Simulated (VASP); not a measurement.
# Mg2Si (m.bgw) (Fm-3m) in VASP: single point with PBE

Aim: the single point of Mg2Si (m.bgw) with PBE.

Everything below comes from runs of VASP 6.6.1. Logs are shortened: lines on timing, memory, paths and dates and some standing lists are left out, and cuts for length are marked.

### 1 The cell of the first run

The structure is cubic, space group Fm-3m (No. 225). Conventional cell: a = 6.365 Å, b = 6.365 Å, c = 6.365 Å, α = 90.00°, β = 90.00°, γ = 90.00°. Si (site symmetry m-3m) has 8 Mg at 2.76 Å within 3.6 Å. Within 3.6 Å of Mg (site symmetry -43m) lie 4 Si at 2.76 Å and 6 Mg at 3.18 Å.

### 2 Single point, PBE

Contents of INCAR:

```
ALGO = Normal
EDIFF = 1E-6
ENCUT = 600
GGA = PE
GGA_COMPAT = F
ISIF = 2
ISMEAR = 0
LASPH = T
LCHARG = F
LREAL = F
LWAVE = F
NBANDS = 11
NELM = 120
PREC = Accurate
SIGMA = 0.01
```

Contents of KPOINTS:

```
k-points
0
Gamma
  4 4 4
```

Contents of POSCAR:

```
Mg2Si
1.0
    0.0000000000      3.1822961153      3.1822961153
    3.1822961153      0.0000000000      3.1822961153
    3.1822961153      3.1822961153      0.0000000000
Si Mg
1 2
Direct
    0.0000000000      0.0000000000      0.0000000000
    0.2500000000      0.2500000000      0.2500000000
    0.7500000000      0.7500000000      0.7500000000
```

Potentials or basis: VASP PAW PBE potentials, release 64 (Si, Mg).

Command:

```bash
$ cat potpaw_PBE.64/Si/POTCAR potpaw_PBE.64/Mg/POTCAR > POTCAR
$ mpirun -np 1 vasp_std > vasp.out
```

OUTCAR:

```text
EDIFF = 1E-6
   ENCUT = 600
   GGA = PE
   ISIF = 2
   ISMEAR = 0
   LASPH = T
   LREAL = F
   NELM = 120
   PREC = Accurate

 ion  position               nearest neighbor table
   1  0.000  0.000  0.000-   3 2.76   3 2.76   3 2.76   2 2.76   3 2.76   2 2.76   2 2.76   2 2.76

   2  0.250  0.250  0.250-   1 2.76   1 2.76   1 2.76   1 2.76   3 3.18   3 3.18   3 3.18   3 3.18
                             3 3.18   3 3.18
   3  0.750  0.750  0.750-   1 2.76   1 2.76   1 2.76   1 2.76   2 3.18   2 3.18   2 3.18   2 3.18
                             2 3.18   2 3.18

  LATTYP: Found a face centered cubic cell.
 ALAT       =     6.3645922306

  Lattice vectors:

 A1 = (   0.0000000000,   3.1822961153,   3.1822961153)
 A2 = (   3.1822961153,   0.0000000000,   3.1822961153)
 A3 = (   3.1822961153,   3.1822961153,   0.0000000000)

Analysis of symmetry for initial positions (statically):
=====================================================================
 Subroutine PRICEL returns:
 Original cell was already a primitive cell.

 Routine SETGRP: Setting up the symmetry group for a
 face centered cubic supercell.

 Subroutine GETGRP returns: Found 48 space group operations
 (whereof 48 operations were pure point group operations)
 out of a pool of 48 trial point group operations.

The static configuration has the point symmetry O_h .

Analysis of symmetry for dynamics (positions and initial velocities):
=====================================================================
 Subroutine PRICEL returns:
 Original cell was already a primitive cell.

 Routine SETGRP: Setting up the symmetry group for a
 face centered cubic supercell.

 Subroutine GETGRP returns: Found 48 space group operations
 (whereof 48 operations were pure point group operations)
 out of a pool of 48 trial point group operations.

The dynamic configuration has the point symmetry O_h .

 Subroutine INISYM returns: Found 48 space group operations
 (whereof 48 operations are pure point group operations),
 and found     1 'primitive' translations

----------------------------------------------------------------------------------------

                                     Primitive cell

  volume of cell :      64.4543

  direct lattice vectors                    reciprocal lattice vectors
     0.000000000  3.182296115  3.182296115    -0.157119257  0.157119257  0.157119257
     3.182296115  0.000000000  3.182296115     0.157119257 -0.157119257  0.157119257
     3.182296115  3.182296115  0.000000000     0.157119257  0.157119257 -0.157119257

  length of vectors
     4.500446326  4.500446326  4.500446326     0.272138535  0.272138535  0.272138535

  position of ions in fractional coordinates (direct lattice)
     0.000000000  0.000000000  0.000000000
     0.250000000  0.250000000  0.250000000
     0.750000000  0.750000000  0.750000000

  ion indices of the primitive-cell ions
   primitive index   ion index
                 1           1
                 2           2
                 3           3

----------------------------------------------------------------------------------------

 KPOINTS: k-points

Automatic generation of k-mesh.
 Grid dimensions read from file:
 generate k-points for:    4    4    4

 Generating k-lattice:

  Cartesian coordinates                     Fractional coordinates (reciprocal lattice)
    -0.039279814  0.039279814  0.039279814     0.250000000  0.000000000  0.000000000
     0.039279814 -0.039279814  0.039279814     0.000000000  0.250000000  0.000000000
     0.039279814  0.039279814 -0.039279814     0.000000000  0.000000000  0.250000000

  Length of vectors
     0.068034634  0.068034634  0.068034634

  Shift w.r.t. Gamma in fractional coordinates (k-lattice)
     0.000000000  0.000000000  0.000000000

 Subroutine IBZKPT returns following result:
 ===========================================

 Found      8 irreducible k-points:

 Following reciprocal coordinates:
            Coordinates               Weight
  0.000000  0.000000  0.000000      1.000000
  0.250000  0.000000  0.000000      8.000000
  0.500000  0.000000  0.000000      4.000000
  0.250000  0.250000  0.000000      6.000000
  0.500000  0.250000  0.000000     24.000000
 -0.250000  0.250000  0.000000     12.000000
  0.500000  0.500000  0.000000      3.000000
 -0.250000  0.500000  0.250000      6.000000
   k-points           NKPTS =      8   k-points in BZ     NKDIM =      8   number of bands    NBANDS=     11
   number of dos      NEDOS =    301   number of ions     NIONS =      3
   total plane-waves  NPLWV =  46656
   dimension x,y,z NGX =    36 NGY =   36 NGZ =   36
   dimension x,y,z NGXF=    72 NGYF=   72 NGZF=   72
   ions per type =               1   2
   NGX,Y,Z   is equivalent  to a cutoff of  13.30, 13.30, 13.30 a.u.
   NGXF,Y,Z  is equivalent  to a cutoff of  26.60, 26.60, 26.60 a.u.
 SYSTEM =  unknown system
   PREC   = accura    normal or accurate (medium, high low for compatibility)
   ISTART =      0    job   : 0-new  1-cont  2-samecut
   ICHARG =      2    charge: 1-file 2-atom 10-const
   ISPIN  =      1    spin polarized calculation?
   LNONCOLLINEAR =      F non collinear calculations
   LSORBIT =      F    spin-orbit coupling
   LASPH  =      T    aspherical Exc in radial PAW
   ENCUT  =  600.0 eV  44.10 Ry    6.64 a.u.   8.99  8.99  8.99*2*pi/ulx,y,z
   NELM   =    120;   NELMIN=  2; NELMDL= -5     # of ELM steps
   EDIFF  = 0.1E-05   stopping-criterion for ELM
   LREAL  =      F    real-space projection
   EDIFFG = 0.1E-04   stopping-criterion for IOM
   NSW    =      0    number of steps for IOM
   IBRION =     -1    ionic relax: 0-MD 1-quasi-New 2-CG
   NFREE  =      0    steps in history (QN), initial steepest desc. (CG)
   ISIF   =      2    stress and relaxation
   ISYM   =      2    0-nonsym 1-usesym 2-fastsym
   POTIM  = 0.5000    time-step for ionic-motion
   TEBEG  =    0.0;   TEEND  =   0.0 temperature during run
   PSTRESS=    0.0 pullay stress
   NELECT =       8.0000    total number of electrons
   NUPDOWN=      -1.0000    fix difference up-down
   EMIN   =  10.00;   EMAX   =-10.00  energy-range for DOS
   EFERMI =   0.00;   METHOD = LEGACY
   ISMEAR =     0;   SIGMA  =   0.01  broadening in eV -4-tet -1-fermi 0-gaus
   EFERMI_NEDOS =   21; number of points for ismear=-14 and -15
   IALGO  =     38    algorithm
   IMIX   =      4    mixing-type and parameters
     AMIX     =   0.40;   BMIX     =  1.00
     AMIX_MAG =   1.60;   BMIX_MAG =  1.00
  volume/ion in A,a.u.               =      21.48       144.99
  Fermi-wavevector in a.u.,A,eV,Ry     =   0.816622  1.543191  9.073330  0.666871
  Thomas-Fermi vector in A             =   1.926923
   LORBIT       =      0    0 simple, 1 ext, 2 COOP (PROOUT), +10 PAW based schemes
   GGA     = PE    functional components
   LHFCALC =     F    Hartree Fock is set to
   AEXX    =    0.0000 exact exchange contribution
   IVDW    =     0    specifies the selected vdW correction
   LEPSILON=     F    determine dielectric tensor
   LRPA    =     F    only Hartree local field effects (RPA)
 non-spin polarized calculation
 Gauss-broadening in eV      SIGMA  =   0.01
  energy-cutoff  :      600.00
  volume of cell :       64.45
 maximum number of plane-waves:      2180
   NGX = 17   NGY = 17   NGZ = 17

 number of electron       8.0000000 magnetization

 Free energy of the ion-electron system (eV)
  ---------------------------------------------------
  ext. energy  EPLUGINS =         0.00000000
  ---------------------------------------------------
  free energy    TOTEN  =        -8.75593865 eV

  energy without entropy =       -8.75593865  energy(sigma->0) =       -8.75593865

 E-fermi :   3.6690     XC(G=0):  -8.7541

 val. band max:        3.6057126866   @ k =   0.0000   0.0000   0.0000
 cond. band min:       3.7834228185   @ k =   0.5000   0.5000   0.0000
 fundamental gap:      0.1777101319
 Fermi energy:         3.6689532980

 k-point     1 :       0.0000    0.0000    0.0000
  band No.  band energies     occupation
      1      -5.4867      2.00000
      2       3.6057      2.00000
      3       3.6057      2.00000
      4       3.6057      2.00000
      5       5.4384      0.00000
      6       6.1261      0.00000
      7       6.1261      0.00000
      8       6.1261      0.00000
      9       9.2088      0.00000
     10       9.2088      0.00000
     11       9.9690      0.00000

 k-point     2 :       0.2500    0.0000    0.0000
  band No.  band energies     occupation
      1      -4.9482      2.00000
      2       0.8105      2.00000
      3       3.1712      2.00000
      4       3.1712      2.00000
      5       5.2150      0.00000
      6       6.5787      0.00000
      7       6.5787      0.00000
      8       8.4010      0.00000
      9       8.5984      0.00000
     10       8.5984      0.00000
     11       9.7205      0.00000

 k-point     3 :       0.5000    0.0000    0.0000
  band No.  band energies     occupation
      1      -4.0606      2.00000
      2      -1.1595      2.00000
      3       2.9004      2.00000
      4       2.9004      2.00000
      5       4.8148      0.00000
      6       6.1159      0.00000
      7       6.1159      0.00000
      8       8.5652      0.00000
      9      11.5570      0.00000
     10      11.5570      0.00000
     11      11.7463      0.00000

 k-point     4 :       0.2500    0.2500    0.0000
  band No.  band energies     occupation
      1      -4.7642      2.00000
      2       1.1821      2.00000
      3       2.3452      2.00000
      4       2.3452      2.00000
      5       4.7712      0.00000
      6       5.3581      0.00000
      7       8.3576      0.00000
      8       8.3576      0.00000
      9       8.9526      0.00000
     10      10.1116      0.00000
     11      12.3040      0.00000

 k-point     5 :       0.5000    0.2500    0.0000
  band No.  band energies     occupation
      1      -3.8526      2.00000
      2      -0.4978      2.00000
      3       1.0086      2.00000
      4       2.1359      2.00000
      5       4.5631      0.00000
      6       6.7232      0.00000
      7       8.0470      0.00000
      8       8.0881      0.00000
      9      11.0783      0.00000
     10      11.4071      0.00000
     11      12.5274      0.00000

 k-point     6 :      -0.2500    0.2500    0.0000
  band No.  band energies     occupation
      1      -4.1883      2.00000
      2       0.0177      2.00000
      3       0.7954      2.00000
      4       2.7959      2.00000
      5       5.3662      0.00000
      6       7.6540      0.00000
      7       7.7080      0.00000
      8       7.7438      0.00000
      9       7.7748      0.00000
     10      11.1712      0.00000
     11      12.3176      0.00000

 k-point     7 :       0.5000    0.5000    0.0000
  band No.  band energies     occupation
      1      -3.5017      2.00000
      2      -0.8360      2.00000
      3       1.6543      2.00000
      4       1.6543      2.00000
      5       3.7834      0.00000
      6       3.9633      0.00000
      7      11.4767      0.00000
      8      11.4767      0.00000
      9      11.9507      0.00000
     10      11.9507      0.00000
     11      12.3805      0.00000

 k-point     8 :      -0.2500    0.5000    0.2500
  band No.  band energies     occupation
      1      -3.4532      2.00000
      2      -0.0046      2.00000
      3      -0.0046      2.00000
      4       0.9403      2.00000
      5       6.2550      0.00000
      6       7.1212      0.00000
      7       7.1212      0.00000
      8       7.4586      0.00000
      9      11.9943      0.00000
     10      11.9943      0.00000
     11      12.0132      0.00000

------------------------ aborting loop because EDIFF is reached ----------------------------------------

  FORCE on cell =-STRESS in cart. coord.  units (eV):
  Direction    XX          YY          ZZ          XY          YZ          ZX
  --------------------------------------------------------------------------------------
  -------------------------------------------------------------------------------------
  Total       -0.0612988     -0.0612988     -0.0612988     -0.0000000     -0.0000000      0.0000000
  in kB       -1.5237407     -1.5237407     -1.5237407     -0.0000000     -0.0000000      0.0000000
  external PRESSURE =      -1.5237407 kB  Pullay stress =       0.0000000 kB

 VOLUME and BASIS-vectors are now :
 -----------------------------------------------------------------------------
  energy-cutoff  :      600.00
  volume of cell :       64.45
      direct lattice vectors                 reciprocal lattice vectors
     0.000000000  3.182296115  3.182296115    -0.157119257  0.157119257  0.157119257
     3.182296115  0.000000000  3.182296115     0.157119257 -0.157119257  0.157119257
     3.182296115  3.182296115  0.000000000     0.157119257  0.157119257 -0.157119257

 POSITION                                       TOTAL-FORCE (eV/Angst)
 -----------------------------------------------------------------------------------
      0.00000      0.00000      0.00000         0.000000     -0.000000      0.000000
      1.59115      1.59115      1.59115         0.000000      0.000000     -0.000000
      4.77344      4.77344      4.77344        -0.000000     -0.000000      0.000000
 -----------------------------------------------------------------------------------
    total drift:                               -0.000000     -0.000000     -0.000000

  FREE ENERGIE OF THE ION-ELECTRON SYSTEM (eV)
  ---------------------------------------------------
  free  energy   TOTEN  =        -8.7559386485 eV

  energy  without entropy=       -8.7559386485  energy(sigma->0) =       -8.75593865
```

Run time: 8.6 s. Hardware: 1 thread of Intel Xeon 6975P-C (Granite Rapids), shared host; peak memory 0.2 GiB.

Results:

```
Free energy            : -8.7559 eV
Pressure               : -0.2 GPa
Band gap on the k mesh : 0.18 eV, indirect (least direct gap 1.83 eV)
```

Caveat: the k points lie up to 0.43 Å⁻¹ apart.
